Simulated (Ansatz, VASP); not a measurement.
**I in VASP and in Ansatz**

Contents of INCAR:

```
SYSTEM = I
PREC = Accurate
ENCUT = 520
EDIFF = 1E-6
ISMEAR = 0
SIGMA = 0.02
LREAL = .FALSE.
LASPH = .TRUE.
NELM = 80
ALGO = Normal
ISIF = 2
LWAVE = .FALSE.
LCHARG = .FALSE.
GGA = PS
NBANDS = 22
```

KPOINTS

```
regular mesh
0
G
  8 8 4
  0 0 0
```

Contents of POSCAR:

```
I
1.0
    3.5435344750     -2.3692781250      0.0000000000
    3.7353344750      2.6594781250      0.0000000000
    0.0000000000      0.0000000000     10.0964808000
I
4
Direct
    0.8378521973      0.1205075755      0.1155903820
    0.6621478027      0.3794924245      0.6155903820
    0.1840856392      0.8277833180      0.8844096180
    0.3159143608      0.6722166820      0.3844096180
```

Input for Ansatz:

```yaml
crystal:
  lattice:
    - [3.543534475, -2.369278125, 0.0]
    - [3.735334475, 2.659478125, 0.0]
    - [0.0, 0.0, 10.0964808]
  atoms:
    - { symbol: I, position: [0.8378521973, 0.1205075755, 0.115590382] }
    - { symbol: I, position: [0.6621478027, 0.3794924245, 0.615590382] }
    - { symbol: I, position: [0.1840856392, 0.827783318, 0.884409618] }
    - { symbol: I, position: [0.3159143608, 0.672216682, 0.384409618] }
basis:
  ecutwfc: 420
kpoints:
  mp_grid: { grid: [8, 8, 4] }
hamiltonian:
  xc: pbesol
scf:
  occupations: { method: gaussian, width: 0.02 }
output:
  forces: true
  stress: true
  eigenvalues: true
```

Alike in both runs: task single point; functional PBEsol; k mesh 8 × 8 × 4; occupations gaussian, width 0.02 eV; no spin polarisation.

```csv
,VASP,Ansatz
version,VASP 6.6.1,Ansatz 0.2.0
potentials or method,"VASP PAW PBE potentials, release 64 (I), cutoff 520 eV","scalar-relativistic, plane waves, PAW"
valence electrons in the cell,28,68
```

```tsv
	VASP	Ansatz	Ansatz less VASP
gap on the k mesh at the Fermi level (eV)	0.95	0.94	-0.006
least direct gap on the mesh (eV)	1.09	1.08	-0.007
pressure (GPa)	-2.5	-2.5	0.00
traceless stress, the component that is largest in VASP (GPa)	2.53	2.52	-0.008
rms of the force components (eV/Å)	0.243	0.240	-0.0036
```

VASP's potentials were made for PBE, not for PBEsol. Atom by atom the forces differ by 0.005 eV/Å (rms over components). VASP's potentials hold 28 valence electrons a cell and Ansatz's 68, so a difference there can come from the potentials and not from the codes.

Spin-orbit coupling is off throughout.
